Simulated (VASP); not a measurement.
# BePt (Fm-3m) in VASP: a series of runs

BePt is run at these levels: HSE06, PBE; tasks: single point.

All numbers are computed with VASP 6.6.1; they aren't measurements. Logs are shortened: lines on timing, memory, paths and dates and some standing lists are left out, and cuts for length are marked.

## 1. The cell of the first run

The structure is cubic, space group Fm-3m (No. 225). The conventional cell has a = 4.565 Å, b = 4.565 Å, c = 4.565 Å, α = 90.00°, β = 90.00°, γ = 90.00°. Within 3.0 Å of Be (site symmetry m-3m) lie 6 Pt at 2.28 Å. Pt (site symmetry m-3m) has 6 Be at 2.28 Å within 3.0 Å.

## 2. Single point, HSE06

File POSCAR:

```
BePt
1.0
    0.0000000000      2.2824940500      2.2824940500
    2.2824940500      0.0000000000      2.2824940500
    2.2824940500      2.2824940500      0.0000000000
Be Pt
1 1
Direct
    0.0000000000      0.0000000000      0.0000000000
    0.5000000000      0.5000000000      0.5000000000
```

File INCAR.step1:

```
PREC = Accurate ; ENCUT = 520
EDIFF = 1E-5 ; ISMEAR = 0
SIGMA = 0.1 ; LREAL = False
LASPH = True ; NELM = 100
ALGO = Normal ; ISIF = 2
LWAVE = True ; LCHARG = False
GGA = PE ; NBANDS = 13
```

File INCAR.step2:

```
PREC = Accurate ; ENCUT = 520
EDIFF = 1E-6 ; ISMEAR = 0
SIGMA = 0.1 ; LREAL = False
LASPH = True ; NELM = 100
ALGO = Normal ; ISIF = 2
LWAVE = False ; LCHARG = False
GGA = PE ; LHFCALC = True
HFSCREEN = 0.2079 ; PRECFOCK = Normal
ISTART = 1 ; NBANDS = 13
```

File KPOINTS:

```
Automatic mesh
0
Gamma
  5 5 5
```

Potentials or basis: VASP PAW PBE potentials, release 64 (Be, Pt).

Run with:

```sh
> cat potpaw_PBE.64/Be/POTCAR potpaw_PBE.64/Pt/POTCAR > POTCAR
> cp INCAR.step1 INCAR
> mpirun -np 1 vasp_std > vasp.out
> cp INCAR.step2 INCAR
> mpirun -np 1 vasp_std > vasp.out
```

OUTCAR:

```text
PREC = Accurate
   ENCUT = 520
   EDIFF = 1E-6
   ISMEAR = 0
   LREAL = False
   LASPH = True
   NELM = 100
   ISIF = 2
   GGA = PE
   LHFCALC = True
   HFSCREEN = 0.2079
   PRECFOCK = Normal
   ISTART = 1

 ion  position               nearest neighbor table
   1  0.000  0.000  0.000-   2 2.28   2 2.28   2 2.28   2 2.28   2 2.28   2 2.28
   2  0.500  0.500  0.500-   1 2.28   1 2.28   1 2.28   1 2.28   1 2.28   1 2.28

  LATTYP: Found a face centered cubic cell.
 ALAT       =     4.5649881000

  Lattice vectors:

 A1 = (   0.0000000000,   2.2824940500,   2.2824940500)
 A2 = (   2.2824940500,   0.0000000000,   2.2824940500)
 A3 = (   2.2824940500,   2.2824940500,   0.0000000000)

Analysis of symmetry for initial positions (statically):
=====================================================================
 Subroutine PRICEL returns:
 Original cell was already a primitive cell.

 Routine SETGRP: Setting up the symmetry group for a
 face centered cubic supercell.

 Subroutine GETGRP returns: Found 48 space group operations
 (whereof 48 operations were pure point group operations)
 out of a pool of 48 trial point group operations.

The static configuration has the point symmetry O_h .

Analysis of symmetry for dynamics (positions and initial velocities):
=====================================================================
 Subroutine PRICEL returns:
 Original cell was already a primitive cell.

 Routine SETGRP: Setting up the symmetry group for a
 face centered cubic supercell.

 Subroutine GETGRP returns: Found 48 space group operations
 (whereof 48 operations were pure point group operations)
 out of a pool of 48 trial point group operations.

The dynamic configuration has the point symmetry O_h .

 Subroutine INISYM returns: Found 48 space group operations
 (whereof 48 operations are pure point group operations),
 and found     1 'primitive' translations

----------------------------------------------------------------------------------------

                                     Primitive cell

  volume of cell :      23.7826

  direct lattice vectors                    reciprocal lattice vectors
     0.000000000  2.282494050  2.282494050    -0.219058621  0.219058621  0.219058621
     2.282494050  0.000000000  2.282494050     0.219058621 -0.219058621  0.219058621
     2.282494050  2.282494050  0.000000000     0.219058621  0.219058621 -0.219058621

  length of vectors
     3.227934042  3.227934042  3.227934042     0.379420662  0.379420662  0.379420662

  position of ions in fractional coordinates (direct lattice)
     0.000000000  0.000000000  0.000000000
     0.500000000  0.500000000  0.500000000

  ion indices of the primitive-cell ions
   primitive index   ion index
                 1           1
                 2           2

----------------------------------------------------------------------------------------

 KPOINTS: Automatic mesh

Automatic generation of k-mesh.
 Grid dimensions read from file:
 generate k-points for:    5    5    5

 Generating k-lattice:

  Cartesian coordinates                     Fractional coordinates (reciprocal lattice)
    -0.043811724  0.043811724  0.043811724     0.200000000  0.000000000  0.000000000
     0.043811724 -0.043811724  0.043811724     0.000000000  0.200000000  0.000000000
     0.043811724  0.043811724 -0.043811724     0.000000000  0.000000000  0.200000000

  Length of vectors
     0.075884132  0.075884132  0.075884132

  Shift w.r.t. Gamma in fractional coordinates (k-lattice)
     0.000000000  0.000000000  0.000000000

 Subroutine IBZKPT returns following result:
 ===========================================

 Found     10 irreducible k-points:

 Following reciprocal coordinates:
            Coordinates               Weight
  0.000000  0.000000  0.000000      1.000000
  0.200000  0.000000  0.000000      8.000000
  0.400000  0.000000  0.000000      8.000000
  0.200000  0.200000  0.000000      6.000000
  0.400000  0.200000  0.000000     24.000000
 -0.400000  0.200000  0.000000     24.000000
 -0.200000  0.200000  0.000000     12.000000
  0.400000  0.400000  0.000000      6.000000
 -0.400000  0.400000  0.000000     12.000000
 -0.400000  0.400000  0.200000     24.000000
   k-points           NKPTS =     10   k-points in BZ     NKDIM =    125   number of bands    NBANDS=     13
   number of dos      NEDOS =    301   number of ions     NIONS =      2
   total plane-waves  NPLWV =  13824
   dimension x,y,z NGX =    24 NGY =   24 NGZ =   24
   dimension x,y,z NGXF=    48 NGYF=   48 NGZF=   48
   ions per type =               1   1
   NGX,Y,Z   is equivalent  to a cutoff of  12.36, 12.36, 12.36 a.u.
   NGXF,Y,Z  is equivalent  to a cutoff of  24.72, 24.72, 24.72 a.u.
 SYSTEM =  unknown system
   PREC   = accura    normal or accurate (medium, high low for compatibility)
   ISTART =      1    job   : 0-new  1-cont  2-samecut
   ICHARG =      0    charge: 1-file 2-atom 10-const
   ISPIN  =      1    spin polarized calculation?
   LNONCOLLINEAR =      F non collinear calculations
   LSORBIT =      F    spin-orbit coupling
   LASPH  =      T    aspherical Exc in radial PAW
   ENCUT  =  520.0 eV  38.22 Ry    6.18 a.u.   6.00  6.00  6.00*2*pi/ulx,y,z
   NELM   =    100;   NELMIN=  2; NELMDL=  0     # of ELM steps
   EDIFF  = 0.1E-05   stopping-criterion for ELM
   LREAL  =      F    real-space projection
   EDIFFG = 0.1E-04   stopping-criterion for IOM
   NSW    =      0    number of steps for IOM
   IBRION =     -1    ionic relax: 0-MD 1-quasi-New 2-CG
   NFREE  =      0    steps in history (QN), initial steepest desc. (CG)
   ISIF   =      2    stress and relaxation
   ISYM   =      3    0-nonsym 1-usesym 2-fastsym
   POTIM  = 0.5000    time-step for ionic-motion
   TEBEG  =    0.0;   TEEND  =   0.0 temperature during run
   PSTRESS=    0.0 pullay stress
   NELECT =      12.0000    total number of electrons
   NUPDOWN=      -1.0000    fix difference up-down
   EMIN   =  10.00;   EMAX   =-10.00  energy-range for DOS
   EFERMI =   0.00;   METHOD = LEGACY
   ISMEAR =     0;   SIGMA  =   0.10  broadening in eV -4-tet -1-fermi 0-gaus
   EFERMI_NEDOS =   21; number of points for ismear=-14 and -15
   IALGO  =     38    algorithm
   IMIX   =      1    mixing-type and parameters
     AMIX     =   0.40;   BMIX     =  1.00
     AMIX_MAG =   1.60;   BMIX_MAG =  1.00
  volume/ion in A,a.u.               =      11.89        80.25
  Fermi-wavevector in a.u.,A,eV,Ry     =   1.303314  2.462906 23.111214  1.698626
  Thomas-Fermi vector in A             =   2.434324
   LORBIT       =      0    0 simple, 1 ext, 2 COOP (PROOUT), +10 PAW based schemes
   GGA     = PE    functional components
   LHFCALC =     T    Hartree Fock is set to
   PRECFOCK=normal    Normal, Fast or Accurate (Low or Medium for compatibility)
   ENCUT4O =  -1.0   cutoff for four orbital integrals eV
   NKREDX  =     1    reduce k-point grid by
   NKREDY  =     1    reduce k-point grid by
   NKREDZ  =     1    reduce k-point grid by
   AEXX    =    0.2500 exact exchange contribution
   HFSCREEN=    0.2079 screening length (either q_TF or 0.3 A-1)
   HFSCREENC=   0.2079 screening length for correlation (either q_TF or 0.3 A-1)
   ENCUTFOCK=  -1.0 apply spherical cutoff to Coloumb kernel
   IVDW    =     0    specifies the selected vdW correction
   LEPSILON=     F    determine dielectric tensor
   LRPA    =     F    only Hartree local field effects (RPA)
 non-spin polarized calculation
 Gauss-broadening in eV      SIGMA  =   0.10
  energy-cutoff  :      520.00
  volume of cell :       23.78
 maximum number of plane-waves:       656
  NGX = 20; NGY = 20; NGZ = 20

 number of electron      12.0000000 magnetization

 Free energy of the ion-electron system (eV)
  ---------------------------------------------------
  ext. energy  EPLUGINS =         0.00000000
  ---------------------------------------------------
  free energy    TOTEN  =       -11.36715960 eV

  energy without entropy =      -11.36543829  energy(sigma->0) =      -11.36629894

 E-fermi :   9.1680     XC(G=0): -10.0032

 val. band max:        9.0323677859   @ k =  -0.4000   0.4000   0.0000
 cond. band min:       9.3036210955   @ k =  -0.4000   0.4000   0.0000
 fundamental gap:      0.2712533096
 Fermi energy:         9.1679944405

 k-point     1 :       0.0000    0.0000    0.0000
  band No.  band energies     occupation
      1      -2.4111      2.00000
      2       4.3834      2.00000
      3       4.3834      2.00000
      4       4.3834      2.00000
      5       5.2917      2.00000
      6       5.2917      2.00000
      7      15.7935      0.00000
      8      15.7935      0.00000
      9      15.7935      0.00000
     10      21.7690      0.00000
     11      29.5120      0.00000
     12      29.7357      0.00000
     13      29.7357      0.00000

 k-point     2 :       0.2000    0.0000    0.0000
  band No.  band energies     occupation
      1      -1.3847      2.00000
      2       3.9574      2.00000
      3       4.2894      2.00000
      4       4.2894      2.00000
      5       5.2546      2.00000
      6       5.2546      2.00000
      7      14.5123      0.00000
      8      17.4026      0.00000
      9      17.4026      0.00000
     10      21.8326      0.00000
     11      26.4782      0.00000
     12      26.4782      0.00000
     13      26.6059      0.00000

 k-point     3 :       0.4000    0.0000    0.0000
  band No.  band energies     occupation
      1       0.4834      2.00000
      2       3.4584      2.00000
      3       3.4584      2.00000
      4       4.3560      2.00000
      5       6.2908      2.00000
      6       6.2908      2.00000
      7      10.5335      0.00000
      8      20.2369      0.00000
      9      20.2422      0.00000
     10      20.2422      0.00000
     11      22.4682      0.00000
     12      22.4682      0.00000
     13      28.9585      0.00000
[... 81 lines left out ...]
 k-point     9 :      -0.4000    0.4000    0.0000
  band No.  band energies     occupation
      1       1.5113      2.00000
      2       2.8586      2.00000
      3       4.4887      2.00000
      4       5.2260      2.00000
      5       6.7693      2.00000
      6       9.0324      1.94490
      7       9.3036      0.05510
      8      12.9112      0.00000
      9      13.8454      0.00000
     10      22.4213      0.00000
     11      24.1283      0.00000
     12      27.2247      0.00000
     13      30.3644      0.00000

 k-point    10 :      -0.4000    0.4000    0.2000
  band No.  band energies     occupation
      1       2.0146      2.00000
      2       3.0549      2.00000
      3       3.2423      2.00000
      4       4.6208      2.00000
      5       6.5702      2.00000
      6       8.2006      2.00000
      7      11.7491      0.00000
      8      11.8141      0.00000
      9      15.8727      0.00000
     10      23.8500      0.00000
     11      23.9930      0.00000
     12      24.6139      0.00000
     13      29.5207      0.00000

------------------------ aborting loop because EDIFF is reached ----------------------------------------

  FORCE on cell =-STRESS in cart. coord.  units (eV):
  Direction    XX          YY          ZZ          XY          YZ          ZX
  --------------------------------------------------------------------------------------
  -------------------------------------------------------------------------------------
  Total        1.0254059      1.0254059      1.0254059     -0.0000000     -0.0000000      0.0000000
  in kB       69.0792213     69.0792213     69.0792213     -0.0000000     -0.0000000      0.0000000
  external PRESSURE =      69.0792213 kB  Pullay stress =       0.0000000 kB

 VOLUME and BASIS-vectors are now :
 -----------------------------------------------------------------------------
  energy-cutoff  :      520.00
  volume of cell :       23.78
      direct lattice vectors                 reciprocal lattice vectors
     0.000000000  2.282494050  2.282494050    -0.219058621  0.219058621  0.219058621
     2.282494050  0.000000000  2.282494050     0.219058621 -0.219058621  0.219058621
     2.282494050  2.282494050  0.000000000     0.219058621  0.219058621 -0.219058621

 POSITION                                       TOTAL-FORCE (eV/Angst)
 -----------------------------------------------------------------------------------
      0.00000      0.00000      0.00000         0.000000      0.000000     -0.000000
      2.28249      2.28249      2.28249        -0.000000     -0.000000      0.000000
 -----------------------------------------------------------------------------------
    total drift:                               -0.000006     -0.000004     -0.000003

  FREE ENERGIE OF THE ION-ELECTRON SYSTEM (eV)
  ---------------------------------------------------
  free  energy   TOTEN  =       -11.3671596001 eV

  energy  without entropy=      -11.3654382888  energy(sigma->0) =      -11.36629894
```

Wall time 4.7 min (1 thread of Intel Xeon 6975P-C (Granite Rapids), shared host); peak memory 0.25 GiB.

Results:

* Free energy: -11.3672 eV
* Pressure: 6.9 GPa

Levels at points of the mesh, in eV from the Fermi level:
| k point | band 2 | band 3 | band 4 | band 5 | band 6 | band 7 | band 8 | band 9 | band 10 | band 11 |
| --- | --- | --- | --- | --- | --- | --- | --- | --- | --- | --- |
| (0.00, 0.00, 0.00) | -4.78 | -4.78 | -4.78 | -3.88 | -3.88 | 6.63 | 6.63 | 6.63 | 12.60 | 20.34 |

Caveat: the k points lie up to 0.48 Å⁻¹ apart; the PAW data sets were made with another functional, which shifts forces and pressure a little; spin-orbit coupling is left out, which moves the levels of the heavy elements.

## 3. Single point, PBE, non-collinear spin, zero start, spin-orbit coupling

File INCAR:

```
SYSTEM = BePt
  PREC = Accurate
  ENCUT = 520
  EDIFF = 1E-6
  ISMEAR = -1
  SIGMA = 0.1
  LREAL = .FALSE.
  LASPH = .TRUE.
  NELM = 150
  ALGO = Fast
  ISIF = 2
  LWAVE = .FALSE.
  LCHARG = .FALSE.
  MAGMOM = 0 0 0 0 0 0
  LORBIT = 11
  LSORBIT = .TRUE.
  GGA_COMPAT = .FALSE.
  LORBMOM = .TRUE.
  LMAXMIX = 4
  GGA = PE
  NBANDS = 24
```

File KPOINTS:

```
Automatic mesh
0
G
  14 14 14
  0 0 0
```

POSCAR is that of step 2.

Potentials or basis: VASP PAW PBE potentials, release 64 (Be, Pt).

Run with:

```sh
> cat potpaw_PBE.64/Be/POTCAR potpaw_PBE.64/Pt/POTCAR > POTCAR
> mpirun -np 1 vasp_ncl > vasp.out
```

Run time: 64 s. Hardware: 1 thread of Intel Xeon 6975P-C (Granite Rapids), shared host; peak memory 0.25 GiB.

Results (log left out):

- Free energy: -10.6310 eV
- Pressure: 11.9 GPa
- Net moment: 0.00 μB per cell
- Valence electrons inside the program's atomic spheres: Be 1.16; Pt 9.50

Moments on the atoms (μB; x, y, z):
```
Be  0.00 0.00 0.00
Pt  0.00 0.00 0.00
```

Caveat: the cell stands under pressure.

(Continued in part 2 of 2.)
